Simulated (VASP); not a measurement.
# Hf (Im-3m) in VASP: density of states with PBE

Aim: the density of states of Hf with PBE.

Everything below comes from runs of VASP 6.6.1. Logs are shortened: lines on timing, memory, paths and dates and some standing lists are left out, and cuts for length are marked.

## Step 1: The cell of the first run

Symmetry: Im-3m, No. 229, cubic system. The conventional cell has a = 3.544 Å, b = 3.544 Å, c = 3.544 Å, α = 90.00°, β = 90.00°, γ = 90.00°. Hf (site symmetry m-3m) has 14 Hf at 3.07 to 3.54 Å within 4.0 Å.

## Step 2: Density of states, PBE

Contents of POSCAR:

```
Hf
1.0
   -1.7719049793      1.7719049793      1.7719049793
    1.7719049793     -1.7719049793      1.7719049793
    1.7719049793      1.7719049793     -1.7719049793
Hf
1
Direct
    0.0000000000      0.0000000000      0.0000000000
```

Contents of INCAR.step1:

```
SYSTEM = Hf
ALGO     = Normal         ! electronic algorithm
EDIFF    = 1E-6           ! SCF threshold, eV
ENCUT    = 520            ! plane-wave cutoff, eV
GGA      = PE             ! functional
ISIF     = 2              ! what is computed and relaxed
ISMEAR   = 0              ! smearing method
LASPH    = .TRUE.         ! aspherical terms in the spheres
LCHARG   = .TRUE.         ! write CHGCAR
LMAXMIX  = 4              ! l up to which the mixer works
LREAL    = .FALSE.        ! projectors in reciprocal space
LWAVE    = .FALSE.        ! write WAVECAR
NBANDS   = 11             ! bands
NELM     = 60             ! most SCF steps
PREC     = Accurate       ! precision mode
SIGMA    = 0.05           ! smearing width, eV
```

Contents of KPOINTS.step1:

```
k-points
0
G
  16 16 16
  0 0 0
```

Contents of INCAR.step2:

```
SYSTEM = Hf
ALGO     = Normal         ! electronic algorithm
EDIFF    = 1E-6           ! SCF threshold, eV
ENCUT    = 520            ! plane-wave cutoff, eV
GGA      = PE             ! functional
ICHARG   = 11             ! starting density
ISIF     = 2              ! what is computed and relaxed
ISMEAR   = -5             ! smearing method
LASPH    = .TRUE.         ! aspherical terms in the spheres
LCHARG   = .FALSE.        ! write CHGCAR
LMAXMIX  = 4              ! l up to which the mixer works
LORBIT   = 11             ! projections on sites
LREAL    = .FALSE.        ! projectors in reciprocal space
LWAVE    = .FALSE.        ! write WAVECAR
NBANDS   = 11             ! bands
NEDOS    = 1001           ! points of the DOS
NELM     = 60             ! most SCF steps
PREC     = Accurate       ! precision mode
SIGMA    = 0.05           ! smearing width, eV
```

Contents of KPOINTS.step2:

```
k-points
0
G
  24 24 24
  0 0 0
```

Potentials or basis: VASP PAW PBE potentials, release 64 (Hf_pv).

On the command line:

```bash
> cat potpaw_PBE.64/Hf_pv/POTCAR > POTCAR
> cp INCAR.step1 INCAR
> cp KPOINTS.step1 KPOINTS
> mpirun -np 1 vasp_std > vasp.out
> cp INCAR.step2 INCAR
> cp KPOINTS.step2 KPOINTS
> mpirun -np 1 vasp_std > vasp.out
```

OUTCAR:

```text
SYSTEM = Hf
   EDIFF = 1E-6
   ENCUT = 520
   GGA = PE
   ICHARG = 11
   ISIF = 2
   ISMEAR = -5
   LASPH = .TRUE.
   LORBIT = 11
   LREAL = .FALSE.
   NELM = 60
   PREC = Accurate

 ion  position               nearest neighbor table
   1  0.000  0.000  0.000-

  LATTYP: Found a body centered cubic cell.
 ALAT       =     3.5438099586

  Lattice vectors:

 A1 = (  -1.7719049793,   1.7719049793,   1.7719049793)
 A2 = (   1.7719049793,  -1.7719049793,   1.7719049793)
 A3 = (   1.7719049793,   1.7719049793,  -1.7719049793)

Analysis of symmetry for initial positions (statically):
=====================================================================
 Subroutine PRICEL returns:
 Original cell was already a primitive cell.

 Routine SETGRP: Setting up the symmetry group for a
 body centered cubic supercell.

 Subroutine GETGRP returns: Found 48 space group operations
 (whereof 48 operations were pure point group operations)
 out of a pool of 48 trial point group operations.

The static configuration has the point symmetry O_h .

Analysis of symmetry for dynamics (positions and initial velocities):
=====================================================================
 Subroutine PRICEL returns:
 Original cell was already a primitive cell.

 Routine SETGRP: Setting up the symmetry group for a
 body centered cubic supercell.

 Subroutine GETGRP returns: Found 48 space group operations
 (whereof 48 operations were pure point group operations)
 out of a pool of 48 trial point group operations.

The dynamic configuration has the point symmetry O_h .

 Subroutine INISYM returns: Found 48 space group operations
 (whereof 48 operations are pure point group operations),
 and found     1 'primitive' translations

----------------------------------------------------------------------------------------

                                     Primitive cell

  volume of cell :      22.2526

  direct lattice vectors                    reciprocal lattice vectors
    -1.771904979  1.771904979  1.771904979     0.000000000  0.282182174  0.282182174
     1.771904979 -1.771904979  1.771904979     0.282182174  0.000000000  0.282182174
     1.771904979  1.771904979 -1.771904979     0.282182174  0.282182174  0.000000000

  length of vectors
     3.069029450  3.069029450  3.069029450     0.399065858  0.399065858  0.399065858

  position of ions in fractional coordinates (direct lattice)
     0.000000000  0.000000000  0.000000000

  ion indices of the primitive-cell ions
   primitive index   ion index
                 1           1

----------------------------------------------------------------------------------------

 KPOINTS: k-points

Automatic generation of k-mesh.
 Grid dimensions read from file:
 generate k-points for:   24   24   24

 Generating k-lattice:

  Cartesian coordinates                     Fractional coordinates (reciprocal lattice)
     0.000000000  0.011757591  0.011757591     0.041666667  0.000000000  0.000000000
     0.011757591  0.000000000  0.011757591     0.000000000  0.041666667  0.000000000
     0.011757591  0.011757591  0.000000000     0.000000000  0.000000000  0.041666667

  Length of vectors
     0.016627744  0.016627744  0.016627744

  Shift w.r.t. Gamma in fractional coordinates (k-lattice)
     0.000000000  0.000000000  0.000000000

 TETIRR: Found  16469 inequivalent tetrahedra from    82944

 Subroutine IBZKPT returns following result:
 ===========================================

 Found    413 irreducible k-points:

 Following reciprocal coordinates:
            Coordinates               Weight
  0.000000  0.000000  0.000000      1.000000
  0.041667  0.000000  0.000000     12.000000
  0.083333  0.000000  0.000000     12.000000
  0.125000  0.000000  0.000000     12.000000
  0.166667  0.000000  0.000000     12.000000
  0.208333  0.000000  0.000000     12.000000
[... 16 lines left out ...]
  0.416667  0.041667  0.000000     48.000000
  0.458333  0.041667  0.000000     48.000000
 [... further k-points ...]
   k-points           NKPTS =    413   k-points in BZ     NKDIM =    413   number of bands    NBANDS=     11
   number of dos      NEDOS =   1001   number of ions     NIONS =      1
   total plane-waves  NPLWV =  13824
   dimension x,y,z NGX =    24 NGY =   24 NGZ =   24
   dimension x,y,z NGXF=    48 NGYF=   48 NGZF=   48
   ions per type =               1
   NGX,Y,Z   is equivalent  to a cutoff of  13.00, 13.00, 13.00 a.u.
   NGXF,Y,Z  is equivalent  to a cutoff of  26.00, 26.00, 26.00 a.u.
 SYSTEM =  Hf
   PREC   = accura    normal or accurate (medium, high low for compatibility)
   ISTART =      0    job   : 0-new  1-cont  2-samecut
   ICHARG =     11    charge: 1-file 2-atom 10-const
   ISPIN  =      1    spin polarized calculation?
   LNONCOLLINEAR =      F non collinear calculations
   LSORBIT =      F    spin-orbit coupling
   LASPH  =      T    aspherical Exc in radial PAW
   ENCUT  =  520.0 eV  38.22 Ry    6.18 a.u.   5.71  5.71  5.71*2*pi/ulx,y,z
   NELM   =     60;   NELMIN=  2; NELMDL=  0     # of ELM steps
   EDIFF  = 0.1E-05   stopping-criterion for ELM
   LREAL  =      F    real-space projection
   EDIFFG = 0.1E-04   stopping-criterion for IOM
   NSW    =      0    number of steps for IOM
   IBRION =     -1    ionic relax: 0-MD 1-quasi-New 2-CG
   NFREE  =      0    steps in history (QN), initial steepest desc. (CG)
   ISIF   =      2    stress and relaxation
   ISYM   =      2    0-nonsym 1-usesym 2-fastsym
   POTIM  = 0.5000    time-step for ionic-motion
   TEBEG  =    0.0;   TEEND  =   0.0 temperature during run
   PSTRESS=    0.0 pullay stress
   NELECT =      10.0000    total number of electrons
   NUPDOWN=      -1.0000    fix difference up-down
   EMIN   =  10.00;   EMAX   =-10.00  energy-range for DOS
   EFERMI =   0.00;   METHOD = LEGACY
   ISMEAR =    -5;   SIGMA  =   0.05  broadening in eV -4-tet -1-fermi 0-gaus
   EFERMI_NEDOS =   21; number of points for ismear=-14 and -15
   IALGO  =     38    algorithm
   IMIX   =      4    mixing-type and parameters
     AMIX     =   0.40;   BMIX     =  1.00
     AMIX_MAG =   1.60;   BMIX_MAG =  1.00
  volume/ion in A,a.u.               =      22.25       150.17
  Fermi-wavevector in a.u.,A,eV,Ry     =   1.253952  2.369627 21.393757  1.572397
  Thomas-Fermi vector in A             =   2.387781
   LORBIT       =     11    0 simple, 1 ext, 2 COOP (PROOUT), +10 PAW based schemes
   GGA     = PE    functional components
   LHFCALC =     F    Hartree Fock is set to
   AEXX    =    0.0000 exact exchange contribution
   IVDW    =     0    specifies the selected vdW correction
   LEPSILON=     F    determine dielectric tensor
   LRPA    =     F    only Hartree local field effects (RPA)
 non-spin polarized calculation
 Fermi weights with tetrahedron method with Bloechl corrections
  energy-cutoff  :      520.00
  volume of cell :       22.25
 maximum number of plane-waves:       615

 number of electron      10.0000001 magnetization

 Free energy of the ion-electron system (eV)
  ---------------------------------------------------
  ext. energy  EPLUGINS =         0.00000000
  ---------------------------------------------------
  free energy    TOTEN  =        -9.74337616 eV

  energy without entropy =       -9.74337616  energy(sigma->0) =       -9.74337616

 E-fermi :   4.6049     XC(G=0): -11.3071

 val. band max:        4.6771070045   @ k =   0.5000   0.5000   0.1250
 cond. band min:       4.5904669343   @ k =  -0.4167  -0.4167   0.1667
 fundamental gap:     -0.0866400702
 Fermi energy:         4.6049408077

 k-point     1 :       0.0000    0.0000    0.0000
  band No.  band energies     occupation
      1     -25.1988      2.00000
      2     -25.1988      2.00000
      3     -25.1988      2.00000
      4      -2.4424      2.00000
      5       6.1470      0.00000
      6       6.1470      0.00000
      7       6.1470      0.00000
      8       8.9422      0.00000
      9       8.9422      0.00000
     10      17.9046      0.00000
     11      17.9220      0.00000

 k-point     2 :       0.0417    0.0000    0.0000
  band No.  band energies     occupation
      1     -25.2141      2.00000
      2     -25.2036      2.00000
      3     -25.1989      2.00000
      4      -2.3773      2.00000
      5       6.1001      0.00000
      6       6.1307      0.00000
      7       6.2107      0.00000
      8       8.8615      0.00000
      9       8.9410      0.00000
     10      17.9006      0.00000
     11      17.9921      0.00000

 k-point     3 :       0.0833    0.0000    0.0000
  band No.  band energies     occupation
      1     -25.2586      2.00000
      2     -25.2174      2.00000
      3     -25.1991      2.00000
      4      -2.1851      2.00000
      5       5.9666      0.00000
      6       6.0705      0.00000
      7       6.4011      0.00000
      8       8.6656      0.00000
      9       8.9398      0.00000
     10      17.9031      0.00000
     11      18.1636      0.00000

 k-point     4 :       0.1250    0.0000    0.0000
  band No.  band energies     occupation
      1     -25.3286      2.00000
      2     -25.2394      2.00000
      3     -25.1993      2.00000
      4      -1.8748      2.00000
      5       5.7649      0.00000
      6       5.9390      0.00000
      7       6.7152      0.00000
      8       8.4601      0.00000
      9       8.9457      0.00000
     10      17.8997      0.00000
     11      18.3954      0.00000
[... 239 lines left out ...]
 k-point    22 :       0.3750    0.0417    0.0000
  band No.  band energies     occupation
      1     -25.9474      2.00000
      2     -25.4452      2.00000
      3     -25.2083      2.00000
      4       1.0613      2.00000
      5       4.2803      2.00000
      6       5.1111      0.00000
      7       8.8009      0.00000
      8       9.5989      0.00000
      9      11.1269      0.00000
     10      15.6579      0.00000
     11      16.0010      0.00000

 k-point    23 :       0.4167    0.0417    0.0000
  band No.  band energies     occupation
      1     -25.9974      2.00000
      2     -25.4630      2.00000
      3     -25.2086      2.00000
      4       1.2082      2.00000
      5       4.1767      2.00000
      6       5.3937      0.00000
      7       8.7951      0.00000
      8       9.7224      0.00000
      9      11.8206      0.00000
     10      15.1207      0.00000
     11      15.5034      0.00000

 k-point    24 :       0.4583    0.0417    0.0000
  band No.  band energies     occupation
      1     -26.0231      2.00000
      2     -25.4721      2.00000
      3     -25.2088      2.00000
      4       1.2669      2.00000
      5       4.1241      2.00000
      6       5.6057      0.00000
      7       8.7509      0.00000
      8       9.8006      0.00000
      9      12.2520      0.00000
     10      14.8124      0.00000
     11      15.2624      0.00000

 [... further k-points ...]
[... 5 lines left out ...]
  --------------------------------------------------------------------------------------
  -------------------------------------------------------------------------------------
  Total       -0.0442213     -0.0442213     -0.0442213     -0.0000000     -0.0000000      0.0000000
  in kB       -3.1839096     -3.1839096     -3.1839096     -0.0000000     -0.0000000      0.0000000
  external PRESSURE =      -3.1839096 kB  Pullay stress =       0.0000000 kB

 VOLUME and BASIS-vectors are now :
 -----------------------------------------------------------------------------
  energy-cutoff  :      520.00
  volume of cell :       22.25
      direct lattice vectors                 reciprocal lattice vectors
    -1.771904979  1.771904979  1.771904979     0.000000000  0.282182174  0.282182174
     1.771904979 -1.771904979  1.771904979     0.282182174  0.000000000  0.282182174
     1.771904979  1.771904979 -1.771904979     0.282182174  0.282182174  0.000000000

 POSITION                                       TOTAL-FORCE (eV/Angst)
 -----------------------------------------------------------------------------------
      0.00000      0.00000      0.00000        -0.000000     -0.000000     -0.000000
 -----------------------------------------------------------------------------------
    total drift:                               -0.000000     -0.000000     -0.000000

  FREE ENERGIE OF THE ION-ELECTRON SYSTEM (eV)
  ---------------------------------------------------
  free  energy   TOTEN  =        -9.7433761567 eV

  energy  without entropy=       -9.7433761567  energy(sigma->0) =       -9.74337616

 total charge

# of ion       s       p       d       tot
------------------------------------------
    1        0.384   6.362   1.594   8.341
```

Run time: 34 s. Hardware: 1 thread of Intel Xeon Platinum 8559C (Emerald Rapids), shared host; peak memory 0.23 GiB.

What came out:

```
Valence electrons inside the program's atomic spheres : Hf 8.34
```

Caveat: spin-orbit coupling is left out, which moves the levels of the heavy elements; tetrahedron occupations give inexact forces and stress in metals.
